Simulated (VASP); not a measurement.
# Tc (Pm-3m) in VASP: a series of runs

Runs on Tc. Level: LDA. Tasks: single point, relaxation of cell and atoms.

Program: VASP 6.6.1. These are calculated values, not measurements. Logs are shortened: lines on timing, memory, paths and dates and some standing lists are left out, and cuts for length are marked.

## Step 1: The cell of the first run

Symmetry: Pm-3m, No. 221, cubic system. The conventional cell has a = 2.488 Å, b = 2.488 Å, c = 2.488 Å, α = 90.00°, β = 90.00°, γ = 90.00°. Tc (site symmetry m-3m) has 6 Tc at 2.49 Å within 3.3 Å.

## Step 2: Single point, LDA

INCAR

```
  ALGO = Normal
  EDIFF = 1E-6
  ENCUT = 520
  GGA = CA
  ISIF = 2
  ISMEAR = -1
  LASPH = T
  LCHARG = F
  LREAL = F
  LWAVE = F
  NBANDS = 12
  NELM = 60
  PREC = Accurate
  SIGMA = 0.05
```

KPOINTS

```
k-points
0
Gamma
  17 17 17
```

POSCAR

```
Tc
1.0
    2.4882241219      0.0000000000      0.0000000000
    0.0000000000      2.4882241219      0.0000000000
    0.0000000000      0.0000000000      2.4882241219
Tc
1
Direct
    0.0000000000      0.0000000000      0.0000000000
```

Potentials or basis: VASP PAW LDA potentials, release 64 (Tc_pv).

Run with:

```bash
$ cat potpaw_LDA.64/Tc_pv/POTCAR > POTCAR
$ mpirun -np 1 vasp_std > vasp.out
```

OUTCAR:

```text
EDIFF = 1E-6
   ENCUT = 520
   GGA = CA
   ISIF = 2
   ISMEAR = -1
   LASPH = T
   LREAL = F
   NELM = 60
   PREC = Accurate

 ion  position               nearest neighbor table
   1  0.000  0.000  0.000-

  LATTYP: Found a simple cubic cell.
 ALAT       =     2.4882241219

  Lattice vectors:

 A1 = (   2.4882241219,   0.0000000000,   0.0000000000)
 A2 = (   0.0000000000,   2.4882241219,   0.0000000000)
 A3 = (   0.0000000000,   0.0000000000,   2.4882241219)

Analysis of symmetry for initial positions (statically):
=====================================================================
 Subroutine PRICEL returns:
 Original cell was already a primitive cell.

 Routine SETGRP: Setting up the symmetry group for a
 simple cubic supercell.

 Subroutine GETGRP returns: Found 48 space group operations
 (whereof 48 operations were pure point group operations)
 out of a pool of 48 trial point group operations.

The static configuration has the point symmetry O_h .

Analysis of symmetry for dynamics (positions and initial velocities):
=====================================================================
 Subroutine PRICEL returns:
 Original cell was already a primitive cell.

 Routine SETGRP: Setting up the symmetry group for a
 simple cubic supercell.

 Subroutine GETGRP returns: Found 48 space group operations
 (whereof 48 operations were pure point group operations)
 out of a pool of 48 trial point group operations.

The dynamic configuration has the point symmetry O_h .

 Subroutine INISYM returns: Found 48 space group operations
 (whereof 48 operations are pure point group operations),
 and found     1 'primitive' translations

----------------------------------------------------------------------------------------

                                     Primitive cell

  volume of cell :      15.4052

  direct lattice vectors                    reciprocal lattice vectors
     2.488224122  0.000000000  0.000000000     0.401893057  0.000000000  0.000000000
     0.000000000  2.488224122  0.000000000     0.000000000  0.401893057  0.000000000
     0.000000000  0.000000000  2.488224122     0.000000000  0.000000000  0.401893057

  length of vectors
     2.488224122  2.488224122  2.488224122     0.401893057  0.401893057  0.401893057

  position of ions in fractional coordinates (direct lattice)
     0.000000000  0.000000000  0.000000000

  ion indices of the primitive-cell ions
   primitive index   ion index
                 1           1

----------------------------------------------------------------------------------------

 KPOINTS: k-points

Automatic generation of k-mesh.
 Grid dimensions read from file:
 generate k-points for:   17   17   17

 Generating k-lattice:

  Cartesian coordinates                     Fractional coordinates (reciprocal lattice)
     0.023640768  0.000000000  0.000000000     0.058823529  0.000000000  0.000000000
     0.000000000  0.023640768  0.000000000     0.000000000  0.058823529  0.000000000
     0.000000000  0.000000000  0.023640768     0.000000000  0.000000000  0.058823529

  Length of vectors
     0.023640768  0.023640768  0.023640768

  Shift w.r.t. Gamma in fractional coordinates (k-lattice)
     0.000000000  0.000000000  0.000000000

 Subroutine IBZKPT returns following result:
 ===========================================

 Found    165 irreducible k-points:

 Following reciprocal coordinates:
            Coordinates               Weight
  0.000000  0.000000  0.000000      1.000000
  0.058824  0.000000  0.000000      6.000000
  0.117647  0.000000  0.000000      6.000000
  0.176471  0.000000  0.000000      6.000000
  0.235294  0.000000  0.000000      6.000000
  0.294118  0.000000  0.000000      6.000000
[... 16 lines left out ...]
  0.411765  0.117647  0.000000     24.000000
  0.470588  0.117647  0.000000     24.000000
 [... further k-points ...]
   k-points           NKPTS =    165   k-points in BZ     NKDIM =    165   number of bands    NBANDS=     12
   number of dos      NEDOS =    301   number of ions     NIONS =      1
   total plane-waves  NPLWV =   8000
   dimension x,y,z NGX =    20 NGY =   20 NGZ =   20
   dimension x,y,z NGXF=    40 NGYF=   40 NGZF=   40
   ions per type =               1
   NGX,Y,Z   is equivalent  to a cutoff of  13.36, 13.36, 13.36 a.u.
   NGXF,Y,Z  is equivalent  to a cutoff of  26.73, 26.73, 26.73 a.u.
 SYSTEM =  unknown system
   PREC   = accura    normal or accurate (medium, high low for compatibility)
   ISTART =      0    job   : 0-new  1-cont  2-samecut
   ICHARG =      2    charge: 1-file 2-atom 10-const
   ISPIN  =      1    spin polarized calculation?
   LNONCOLLINEAR =      F non collinear calculations
   LSORBIT =      F    spin-orbit coupling
   LASPH  =      T    aspherical Exc in radial PAW
   ENCUT  =  520.0 eV  38.22 Ry    6.18 a.u.   4.63  4.63  4.63*2*pi/ulx,y,z
   NELM   =     60;   NELMIN=  2; NELMDL= -5     # of ELM steps
   EDIFF  = 0.1E-05   stopping-criterion for ELM
   LREAL  =      F    real-space projection
   EDIFFG = 0.1E-04   stopping-criterion for IOM
   NSW    =      0    number of steps for IOM
   IBRION =     -1    ionic relax: 0-MD 1-quasi-New 2-CG
   NFREE  =      0    steps in history (QN), initial steepest desc. (CG)
   ISIF   =      2    stress and relaxation
   ISYM   =      2    0-nonsym 1-usesym 2-fastsym
   POTIM  = 0.5000    time-step for ionic-motion
   TEBEG  =    0.0;   TEEND  =   0.0 temperature during run
   PSTRESS=    0.0 pullay stress
   NELECT =      13.0000    total number of electrons
   NUPDOWN=      -1.0000    fix difference up-down
   EMIN   =  10.00;   EMAX   =-10.00  energy-range for DOS
   EFERMI =   0.00;   METHOD = LEGACY
   ISMEAR =    -1;   SIGMA  =   0.05  broadening in eV -4-tet -1-fermi 0-gaus
   EFERMI_NEDOS =   21; number of points for ismear=-14 and -15
   IALGO  =     38    algorithm
   IMIX   =      4    mixing-type and parameters
     AMIX     =   0.40;   BMIX     =  1.00
     AMIX_MAG =   1.60;   BMIX_MAG =  1.00
  volume/ion in A,a.u.               =      15.41       103.96
  Fermi-wavevector in a.u.,A,eV,Ry     =   1.547034  2.923470 32.563006  2.393313
  Thomas-Fermi vector in A             =   2.652185
   LORBIT       =      0    0 simple, 1 ext, 2 COOP (PROOUT), +10 PAW based schemes
   GGA     = CA    functional components
   LHFCALC =     F    Hartree Fock is set to
   AEXX    =    0.0000 exact exchange contribution
   IVDW    =     0    specifies the selected vdW correction
   LEPSILON=     F    determine dielectric tensor
   LRPA    =     F    only Hartree local field effects (RPA)
 non-spin polarized calculation
  energy-cutoff  :      520.00
  volume of cell :       15.41
 maximum number of plane-waves:       437
 NGX is ok and might be reduce to    20
   NGX =  9   NGY =  9   NGZ =  9

 number of electron      12.9999997 magnetization

 Free energy of the ion-electron system (eV)
  ---------------------------------------------------
  ext. energy  EPLUGINS =         0.00000000
  ---------------------------------------------------
  free energy    TOTEN  =       -10.64038381 eV

  energy without entropy =      -10.63011004  energy(sigma->0) =      -10.63524692

 E-fermi :  11.7228     XC(G=0): -13.4522

 val. band max:       11.7166804772   @ k =   0.4706   0.2353   0.0000
 cond. band min:      11.7283019424   @ k =   0.2941   0.2353   0.2353
 fundamental gap:      0.0116214651
 Fermi energy:        11.7227894977

 k-point     1 :       0.0000    0.0000    0.0000
  band No.  band energies     occupation
      1     -26.5090      2.00000
      2     -26.5090      2.00000
      3     -26.5090      2.00000
      4       4.5032      2.00000
      5       6.4187      2.00000
      6       6.4187      2.00000
      7      14.6836      0.00000
      8      14.6836      0.00000
      9      14.6836      0.00000
     10      28.3060      0.00000
     11      28.3060      0.00000
     12      28.3060      0.00000

 k-point     2 :       0.0588    0.0000    0.0000
  band No.  band energies     occupation
      1     -26.5666      2.00000
      2     -26.5041      2.00000
      3     -26.5041      2.00000
      4       4.6180      2.00000
      5       6.4464      2.00000
      6       6.5473      2.00000
      7      14.5357      0.00000
      8      14.5357      0.00000
      9      14.6944      0.00000
     10      27.6912      0.00000
     11      28.5312      0.00000
     12      28.5312      0.00000

 k-point     3 :       0.1176    0.0000    0.0000
  band No.  band energies     occupation
      1     -26.7300      2.00000
      2     -26.4901      2.00000
      3     -26.4901      2.00000
      4       4.9291      2.00000
      5       6.5266      2.00000
      6       6.9452      2.00000
      7      14.1345      0.00000
      8      14.1345      0.00000
      9      14.7256      0.00000
     10      26.3049      0.00000
     11      29.1568      0.00000
     12      29.1568      0.00000
[... 286 lines left out ...]
 k-point    23 :       0.4118    0.1176    0.0000
  band No.  band energies     occupation
      1     -27.9509      2.00000
      2     -26.5835      2.00000
      3     -26.3559      2.00000
      4       7.3512      2.00000
      5       7.9464      2.00000
      6       9.5744      2.00000
      7      11.6814      1.39196
      8      13.1165      0.00000
      9      14.5139      0.00000
     10      20.9676      0.00000
     11      28.0391      0.00000
     12      31.3410      0.00000

 k-point    24 :       0.4706    0.1176    0.0000
  band No.  band energies     occupation
      1     -28.0481      2.00000
      2     -26.5729      2.00000
      3     -26.3462      2.00000
      4       7.4866      2.00000
      5       8.1821      2.00000
      6       9.3635      2.00000
      7      11.5109      1.97151
      8      13.5368      0.00000
      9      14.5407      0.00000
     10      20.7037      0.00000
     11      27.7475      0.00000
     12      31.7427      0.00000

 [... further k-points ...]
[... 5 lines left out ...]
  --------------------------------------------------------------------------------------
  -------------------------------------------------------------------------------------
  Total        0.0053665      0.0053665      0.0053665      0.0000000      0.0000000     -0.0000000
  in kB        0.5581265      0.5581265      0.5581265      0.0000000      0.0000000     -0.0000000
  external PRESSURE =       0.5581265 kB  Pullay stress =       0.0000000 kB

 VOLUME and BASIS-vectors are now :
 -----------------------------------------------------------------------------
  energy-cutoff  :      520.00
  volume of cell :       15.41
      direct lattice vectors                 reciprocal lattice vectors
     2.488224122  0.000000000  0.000000000     0.401893057  0.000000000  0.000000000
     0.000000000  2.488224122  0.000000000     0.000000000  0.401893057  0.000000000
     0.000000000  0.000000000  2.488224122     0.000000000  0.000000000  0.401893057

 POSITION                                       TOTAL-FORCE (eV/Angst)
 -----------------------------------------------------------------------------------
      0.00000      0.00000      0.00000         0.000000      0.000000      0.000000
 -----------------------------------------------------------------------------------
    total drift:                               -0.000000      0.000000      0.000000

  FREE ENERGIE OF THE ION-ELECTRON SYSTEM (eV)
  ---------------------------------------------------
  free  energy   TOTEN  =       -10.6403838067 eV

  energy  without entropy=      -10.6301100391  energy(sigma->0) =      -10.63524692
```

Wall time 11 s (1 thread of Intel Xeon Platinum 8488C (Sapphire Rapids), shared host); peak memory 0.13 GiB.

Results:

- Free energy: -10.6404 eV
- Pressure: 0.1 GPa

Levels at points of the mesh, in eV from the Fermi level:
| k point | band 4 | band 5 | band 6 | band 7 | band 8 | band 9 |
| --- | --- | --- | --- | --- | --- | --- |
| (0.00, 0.00, 0.00) | -7.22 | -5.30 | -5.30 | 2.96 | 2.96 | 2.96 |

## Step 3: Single point, LDA

INCAR

```
SYSTEM = Tc
  ALGO = Normal
  EDIFF = 1E-6
  ENCUT = 520
  GGA = CA
  ISIF = 2
  ISMEAR = -1
  LASPH = .True.
  LCHARG = .False.
  LREAL = .False.
  LWAVE = .False.
  NBANDS = 12
  NELM = 80
  PREC = Accurate
  SIGMA = 0.05
```

KPOINTS

```
k-points
0
Gamma
  17 17 17
  0 0 0
```

POSCAR is that of step 2.

Potentials or basis: VASP PAW LDA potentials, release 64 (Tc_pv).

Run with:

```bash
$ cat potpaw_LDA.64/Tc_pv/POTCAR > POTCAR
$ mpirun -np 1 vasp_std > vasp.out
```

It took 12 s on 1 thread of Intel Xeon Platinum 8488C (Sapphire Rapids), shared host; peak memory 0.13 GiB.

The run converged. Its results:

```
Free energy : -10.6404 eV
Pressure    : 0.1 GPa
```

Levels at points of the mesh, in eV from the Fermi level:
| k point | band 4 | band 5 | band 6 | band 7 | band 8 | band 9 |
| --- | --- | --- | --- | --- | --- | --- |
| (0.00, 0.00, 0.00) | -7.22 | -5.30 | -5.30 | 2.96 | 2.96 | 2.96 |

## Step 4: Relaxation of cell and atoms, LDA

INCAR

```
SYSTEM = Tc
PREC = Accurate ; ENCUT = 600
EDIFF = 1E-6 ; ISMEAR = -1
SIGMA = 0.05 ; LREAL = .False.
LASPH = .True. ; NELM = 60
ALGO = Normal ; ISIF = 3
LWAVE = .False. ; LCHARG = .False.
IBRION = 2 ; NSW = 80
EDIFFG = -0.01
```

KPOINTS

```
regular mesh
0
Gamma
  17 17 17
  0 0 0
```

POSCAR is that of step 3.

Run with:

```bash
$ cat potpaw_LDA.64/Tc_pv/POTCAR > POTCAR
$ mpirun -np 1 vasp_std > vasp.out
```

It took 18 s on 1 thread of Intel Xeon Platinum 8488C (Sapphire Rapids), shared host; peak memory 0.15 GiB.

Results (log left out):

```yaml
Free_energy: -10.6404 eV
Relaxed_volume: 15.41 Å³/atom
Relaxed_cell: a = 2.489 Å, b = 2.489 Å, c = 2.489 Å, α = 90.00°, β = 90.00°, γ = 90.00°
Space_group_after_relaxing_to_0.05_Å: Pm-3m (No. 221)
Energy_gained_by_relaxing: 0.0 meV/atom
Ionic_steps: 3
Pressure_after_relaxing: 0.0 GPa
```

Final structure:
```
Tc
1.0
     2.48872    0.00000    0.00000
     0.00000    2.48872    0.00000
     0.00000    0.00000    2.48872
Tc
1
Direct
  0.00000 0.00000 0.00000
```

Levels at points of the mesh, in eV from the Fermi level:
| k point | band 3 | band 4 | band 5 | band 6 | band 7 | band 8 | band 9 | band 10 |
| --- | --- | --- | --- | --- | --- | --- | --- | --- |
| (0.00, 0.00, 0.00) | -38.23 | -7.22 | -5.30 | -5.30 | 2.96 | 2.96 | 2.96 | 16.58 |

## Step 5: Relaxation of cell and atoms, LDA

This run uses another cell than the first one, of 15.81 Å³/atom, 1.026 times its volume.

INCAR

```
SYSTEM = Tc
PREC     = Accurate       ! precision mode
ENCUT    = 600            ! plane-wave cutoff, eV
EDIFF    = 1E-6           ! SCF threshold, eV
ISMEAR   = -1             ! smearing method
SIGMA    = 0.05           ! smearing width, eV
LREAL    = .False.        ! projectors in reciprocal space
LASPH    = .True.         ! aspherical terms in the spheres
NELM     = 60             ! most SCF steps
ALGO     = Normal         ! electronic algorithm
ISIF     = 3              ! what is computed and relaxed
LWAVE    = .False.        ! write WAVECAR
LCHARG   = .False.        ! write CHGCAR
IBRION   = 2              ! ionic algorithm
NSW      = 80             ! ionic steps
EDIFFG   = -0.01          ! ionic threshold
```

KPOINTS

```
Automatic mesh
0
Gamma
  17 17 17
  0 0 0
```

POSCAR

```
Tc
1.0
    2.5100000000      0.0000000000      0.0000000000
    0.0000000000      2.5100000000      0.0000000000
    0.0000000000      0.0000000000      2.5100000000
Tc
1
Direct
    0.0000000000      0.0000000000      0.0000000000
```

Run with:

```bash
$ cat potpaw_LDA.64/Tc_pv/POTCAR > POTCAR
$ mpirun -np 1 vasp_std > vasp.out
```

Wall time 26 s (1 thread of Intel Xeon Platinum 8488C (Sapphire Rapids), shared host); peak memory 0.15 GiB.

Results (log left out):

```
Free energy                            : -10.6406 eV
Relaxed volume                         : 15.42 Å³/atom
Relaxed cell                           : a = 2.489 Å, b = 2.489 Å, c = 2.489 Å, α = 90.00°, β = 90.00°, γ = 90.00°
Space group after relaxing (to 0.05 Å) : Pm-3m (No. 221)
Energy gained by relaxing              : 7.9 meV/atom
Ionic steps                            : 4
Pressure after relaxing                : 0.0 GPa
```

Step by step:
| step | energy change (eV) | largest force (eV/Å) | pressure (GPa) | volume (Å³) |
| --- | --- | --- | --- | --- |
| 1 | 0.0000 | 0.0000 | -6.23 | 15.81 |
| 2 | 0.0473 | 0.0000 | 19.38 | 14.45 |
| 3 | -0.0079 | 0.0000 | -0.18 | 15.43 |
| 4 | -0.0079 | 0.0000 | -0.01 | 15.42 |

Final structure:
```cif
data_structure
_symmetry_space_group_name_H-M 'P 1'
_symmetry_Int_Tables_number 1
_cell_length_a 2.4888
_cell_length_b 2.4888
_cell_length_c 2.4888
_cell_angle_alpha 90.000
_cell_angle_beta 90.000
_cell_angle_gamma 90.000
_cell_volume 15.42
loop_
_atom_site_label
_atom_site_type_symbol
_atom_site_fract_x
_atom_site_fract_y
_atom_site_fract_z
_atom_site_occupancy
Tc1 Tc 0.00000 0.00000 0.00000 1
```

Levels at points of the mesh, in eV from the Fermi level:
```tsv
k point	band 4	band 5	band 6	band 7	band 8	band 9
(0.00, 0.00, 0.00)	-7.22	-5.30	-5.30	2.96	2.96	2.96
```

## Step 6: Overview

```tsv
task	cell	cutoff (eV)	gap on the mesh (eV)	pressure (GPa)	relaxed volume (Å³/atom)
single point	a = 2.488 Å, 1 atom	520	none	0.1	-
relaxation of cell and atoms	relaxed from a = 2.488 Å, 1 atom	600	none	0.0	15.41
relaxation of cell and atoms	relaxed from a = 2.510 Å, 1 atom	600	none	0.0	15.42
```

Alike in all rows: level LDA; potentials or basis VASP PAW LDA potentials, release 64 (Tc_pv); no spin polarisation; k mesh 17 × 17 × 17; smearing fermi-dirac 0.05 eV.

Total energies depend on the potentials used, so only differences within one code and one set of settings carry meaning.
